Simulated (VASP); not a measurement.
# Al2Si (I4/mmm) in VASP: further runs

Al2Si is run at these levels: PBE; tasks: relaxation of cell and atoms, single point.

Program: VASP 6.6.1. These are calculated values, not measurements. Logs are shortened: lines on timing, memory, paths and dates and some standing lists are left out, and cuts for length are marked.

## Step 1: The cell of the first run

The structure is tetragonal, space group I4/mmm (No. 139). The conventional cell has a = 3.393 Å, b = 3.393 Å, c = 8.347 Å, α = 90.00°, β = 90.00°, γ = 90.00°. Al (site symmetry 4mm) has 9 Al at 2.73 to 3.39 Å and 5 Si at 2.76 to 2.81 Å within 3.6 Å. Si (site symmetry 4/mmm) has 10 Al at 2.76 to 2.81 Å and 4 Si at 3.39 Å within 3.6 Å.

## Step 2: Relaxation of cell and atoms, PBE

File INCAR:

```
SYSTEM = Al2Si
  PREC = Accurate
  ENCUT = 600
  EDIFF = 1E-7
  ISMEAR = 0
  SIGMA = 0.1
  LREAL = .FALSE.
  LASPH = .TRUE.
  NELM = 80
  ALGO = Fast
  ISIF = 3
  LWAVE = .FALSE.
  LCHARG = .FALSE.
  GGA = PE
  IBRION = 2
  NSW = 100
  EDIFFG = -0.01
```

File KPOINTS:

```
regular mesh
0
G
  20 20 20
  0 0 0
```

File POSCAR:

```
Al2Si
1.0
   -1.6966984322      1.6966984322      4.1735673644
    1.6966984322     -1.6966984322      4.1735673644
    1.6966984322      1.6966984322     -4.1735673644
Al Si
2 1
Direct
    0.6635407049      0.6635407049      0.0000000000
    0.3364592951      0.3364592951      0.0000000000
    0.0000000000      0.0000000000      0.0000000000
```

Potentials or basis: VASP PAW PBE potentials, release 64 (Al, Si).

Command:

```sh
> cat potpaw_PBE.64/Al/POTCAR potpaw_PBE.64/Si/POTCAR > POTCAR
> mpirun -np 1 vasp_std > vasp.out
```

OUTCAR:

```text
SYSTEM = Al2Si
   PREC = Accurate
   ENCUT = 600
   EDIFF = 1E-7
   ISMEAR = 0
   LREAL = .FALSE.
   LASPH = .TRUE.
   NELM = 80
   ISIF = 3
   GGA = PE
   IBRION = 2
   NSW = 100
   EDIFFG = -0.01

 ion  position               nearest neighbor table
   1  0.664  0.664  0.000-   2 2.73   3 2.76   3 2.76   3 2.76   3 2.76   2 2.80   2 2.80   2 2.80
                             2 2.80   3 2.81
   2  0.336  0.336  0.000-   1 2.73   3 2.76   3 2.76   3 2.76   3 2.76   1 2.80   1 2.80   1 2.80
                             1 2.80   3 2.81
   3  0.000  0.000  0.000-   1 2.76   2 2.76   1 2.76   2 2.76   1 2.76   2 2.76   2 2.76   1 2.76
                             1 2.81   2 2.81

  LATTYP: Found a body centered tetragonal cell.
 ALAT       =     3.3933968644
 C/A-ratio  =     2.4598168332

  Lattice vectors:

 A1 = (  -1.6966984322,   1.6966984322,   4.1735673644)
 A2 = (   1.6966984322,  -1.6966984322,   4.1735673644)
 A3 = (   1.6966984322,   1.6966984322,  -4.1735673644)

Analysis of symmetry for initial positions (statically):
=====================================================================
 Subroutine PRICEL returns:
 Original cell was already a primitive cell.

 Routine SETGRP: Setting up the symmetry group for a
 body centered tetragonal supercell.

 Subroutine GETGRP returns: Found 16 space group operations
 (whereof 16 operations were pure point group operations)
 out of a pool of 16 trial point group operations.

The static configuration has the point symmetry D_4h.

Analysis of symmetry for dynamics (positions and initial velocities):
=====================================================================
 Subroutine PRICEL returns:
 Original cell was already a primitive cell.

 Routine SETGRP: Setting up the symmetry group for a
 body centered tetragonal supercell.

 Subroutine GETGRP returns: Found 16 space group operations
 (whereof 16 operations were pure point group operations)
 out of a pool of 16 trial point group operations.

The dynamic configuration has the point symmetry D_4h.

 Subroutine INISYM returns: Found 16 space group operations
 (whereof 16 operations are pure point group operations),
 and found     1 'primitive' translations

----------------------------------------------------------------------------------------

                                     Primitive cell

  volume of cell :      48.0592

  direct lattice vectors                    reciprocal lattice vectors
[... 106 lines left out ...]
   IALGO  =     68    algorithm
   IMIX   =      4    mixing-type and parameters
     AMIX     =   0.40;   BMIX     =  1.00
     AMIX_MAG =   1.60;   BMIX_MAG =  1.00
  volume/ion in A,a.u.               =      16.02       108.11
  Fermi-wavevector in a.u.,A,eV,Ry     =   0.970099  1.833221 12.804327  0.941091
  Thomas-Fermi vector in A             =   2.100206
   LORBIT       =      0    0 simple, 1 ext, 2 COOP (PROOUT), +10 PAW based schemes
   GGA     = PE    functional components
   LHFCALC =     F    Hartree Fock is set to
   AEXX    =    0.0000 exact exchange contribution
   IVDW    =     0    specifies the selected vdW correction
   LEPSILON=     F    determine dielectric tensor
   LRPA    =     F    only Hartree local field effects (RPA)
 conjugate gradient relaxation of ions
 non-spin polarized calculation
 RMM-DIIS sequential band-by-band and
 Gauss-broadening in eV      SIGMA  =   0.10
  energy-cutoff  :      600.00
  volume of cell :       48.06
 maximum number of plane-waves:      1637
   NGX = 19   NGY = 19   NGZ = 19

--------------------------------------- Ionic step        1  -------------------------------------------

 number of electron      10.0000000 magnetization

 Free energy of the ion-electron system (eV)
  ---------------------------------------------------
  ext. energy  EPLUGINS =         0.00000000
  ---------------------------------------------------
  free energy    TOTEN  =       -12.42577381 eV

  energy without entropy =      -12.41925190  energy(sigma->0) =      -12.42251286

------------------------ aborting loop because EDIFF is reached ----------------------------------------

  FORCE on cell =-STRESS in cart. coord.  units (eV):
  Direction    XX          YY          ZZ          XY          YZ          ZX
  --------------------------------------------------------------------------------------
  -------------------------------------------------------------------------------------
  Total        0.2213229      0.2213229     -0.5616497      0.0000000     -0.0000000      0.0000000
  in kB        7.3783652      7.3783652    -18.7240329      0.0000000     -0.0000000      0.0000000
  external PRESSURE =      -1.3224342 kB  Pullay stress =       0.0000000 kB
[... 246 lines left out ...]
--------------------------------------- Ionic step        8  -------------------------------------------

 number of electron      10.0000000 magnetization

 Free energy of the ion-electron system (eV)
  ---------------------------------------------------
  ext. energy  EPLUGINS =         0.00000000
  ---------------------------------------------------
  free energy    TOTEN  =       -12.43590460 eV

  energy without entropy =      -12.42980003  energy(sigma->0) =      -12.43285232

 E-fermi :   8.3831     XC(G=0): -10.4445

 val. band max:        8.3820308104   @ k =   0.3000   0.3000   0.2000
 cond. band min:       8.3852061632   @ k =  -0.1000  -0.2000   0.1000
 fundamental gap:      0.0031753528
 Fermi energy:         8.3830894562

 k-point     1 :       0.0000    0.0000    0.0000
  band No.  band energies     occupation
      1      -3.7579      2.00000
      2       4.8051      2.00000
      3       5.0161      2.00000
      4       8.7354      0.00000
      5       8.7354      0.00000
      6      10.1160      0.00000
      7      10.3741      0.00000
      8      10.3741      0.00000
      9      12.2562      0.00000
[... 265 lines left out ...]
 k-point    24 :      -0.3500    0.0500   -0.0000
  band No.  band energies     occupation
      1      -2.0722      2.00000
      2       2.4207      2.00000
      3       4.0553      2.00000
      4       5.4659      2.00000
      5       8.9584      0.00000
      6       9.3008      0.00000
      7      11.7930      0.00000
      8      12.3660      0.00000
      9      12.6209      0.00000

 [... further k-points ...]

------------------------ aborting loop because EDIFF is reached ----------------------------------------

  FORCE on cell =-STRESS in cart. coord.  units (eV):
  Direction    XX          YY          ZZ          XY          YZ          ZX
  --------------------------------------------------------------------------------------
  -------------------------------------------------------------------------------------
  Total       -0.0072707     -0.0072707      0.0023909      0.0000000     -0.0000000      0.0000000
  in kB       -0.2421466     -0.2421466      0.0796276      0.0000000     -0.0000000      0.0000000
  external PRESSURE =      -0.1348885 kB  Pullay stress =       0.0000000 kB
[... 18 lines left out ...]
  FREE ENERGIE OF THE ION-ELECTRON SYSTEM (eV)
  ---------------------------------------------------
  free  energy   TOTEN  =       -12.4359046025 eV

  energy  without entropy=      -12.4298000280  energy(sigma->0) =      -12.43285232

 reached required accuracy - stopping structural energy minimisation
```

OSZICAR:

```text
N       E                     dE             d eps       ncg     rms          rms(c)
DAV:   1     0.821118791101E+01    0.82112E+01   -0.42720E+03 11538   0.981E+02
DAV:   2    -0.119467156354E+02   -0.20158E+02   -0.19344E+02 16046   0.962E+01
[... 58 lines left out ...]
   7 F= -.12435881E+02 E0= -.12432822E+02  d E =-.398956E-03
       N       E                     dE             d eps       ncg     rms          rms(c)
DAV:   1    -0.124359124831E+02   -0.31780E-04   -0.12683E-03 13575   0.222E-01    0.147E-02
RMM:   2    -0.124359058139E+02    0.66692E-05   -0.36264E-05 11538   0.501E-02    0.786E-03
RMM:   3    -0.124359045613E+02    0.12526E-05   -0.57609E-06 11538   0.194E-02    0.309E-03
RMM:   4    -0.124359046025E+02   -0.41149E-07   -0.78646E-07 11506   0.844E-03
   8 F= -.12435905E+02 E0= -.12432852E+02  d E =-.422800E-03
```

It took 15 min on 1 thread of Intel Xeon 6975P-C (Granite Rapids), shared host; peak memory 0.55 GiB.

Results:

| Property | Result |
| --- | --- |
| Free energy | -12.4359 eV |
| Relaxed volume | 16.04 Å³/atom |
| Relaxed cell | a = 4.744 Å, b = 4.744 Å, c = 4.744 Å, α = 137.53°, β = 137.53°, γ = 61.62° |
| Space group after relaxing (to 0.1 Å) | I4/mmm (No. 139) |
| Energy gained by relaxing | 3.4 meV/atom |
| Ionic steps | 8 |
| Pressure after relaxing | 0.0 GPa |
| Band gap on the k mesh | zero (bands 5 and 6 overlap by 6.53 eV) |

The path:
```tsv
step	energy change (eV)	largest force (eV/Å)	pressure (GPa)	volume (Å³)
1	0.0000	0.1277	-0.13	48.06
2	-0.0064	0.0338	0.09	47.96
3	-0.0087	0.0661	0.35	47.87
4	-0.0087	0.0742	0.37	47.86
5	-0.0097	0.0519	-0.11	48.15
6	-0.0097	0.0445	-0.26	48.25
7	-0.0101	0.0118	-0.07	48.14
8	-0.0101	0.0013	-0.01	48.11
```

Final structure:
```
Al Si
1.0
    -1.71812    1.71812    4.07420
     1.71812   -1.71812    4.07420
     1.71812    1.71812   -4.07420
Al Si
2 1
Direct
  0.66319 0.66319 0.00000
  0.33681 0.33681 0.00000
  0.00000 0.00000 0.00000
```

## Step 3: Single point, PBE

File INCAR:

```
SYSTEM = Al2Si
ALGO = Fast ; EDIFF = 1E-6
ENCUT = 520 ; GGA = PE
ISIF = 2 ; ISMEAR = 0
LASPH = .TRUE. ; LCHARG = .TRUE.
LELF = .TRUE. ; LREAL = .FALSE.
LVHAR = .TRUE. ; LWAVE = .FALSE.
NBANDS = 12 ; NELM = 80
PREC = Accurate ; SIGMA = 0.1
```

File KPOINTS:

```
k-points
0
G
  20 20 20
  0 0 0
```

File POSCAR:

```
Al2Si
1.0
   -1.7175444258      1.7175444258      4.0776920923
    1.7175444258     -1.7175444258      4.0776920923
    1.7175444258      1.7175444258     -4.0776920923
Al Si
2 1
Direct
    0.6631706659      0.6631706659      0.0000000000
    0.3368293341      0.3368293341      0.0000000000
    0.0000000000      0.0000000000      0.0000000000
```

Potentials or basis: VASP PAW PBE potentials, release 64 (Al, Si).

Command:

```sh
> cat potpaw_PBE.64/Al/POTCAR potpaw_PBE.64/Si/POTCAR > POTCAR
> mpirun -np 1 vasp_std > vasp.out
```

Run time: 2.7 min. Hardware: 1 thread of Intel Xeon 6975P-C (Granite Rapids), shared host; peak memory 0.47 GiB.

It converged, with:

- Free energy: -12.4358 eV
- Pressure: 0.0 GPa
- Band gap on the k mesh: zero (bands 5 and 6 overlap by 6.52 eV)

Levels at points of the mesh, in eV from the Fermi level:
| k point | band 2 | band 3 | band 4 | band 5 | band 6 | band 7 | band 8 | band 9 |
| --- | --- | --- | --- | --- | --- | --- | --- | --- |
| (0.00, 0.00, 0.00) | -3.59 | -3.38 | 0.36 | 0.36 | 1.74 | 2.00 | 2.00 | 3.87 |
| (0.50, 0.00, 0.00) | -8.00 | -4.48 | -3.55 | 1.62 | 3.13 | 3.47 | 4.08 | 4.82 |
| (0.50, 0.50, 0.00) | -5.57 | -4.12 | -4.00 | -3.68 | -2.87 | 2.27 | 2.58 | 2.77 |
| (0.50, 0.50, 0.50) | -9.22 | -0.94 | -0.94 | 0.29 | 1.85 | 5.57 | 6.81 | 6.81 |
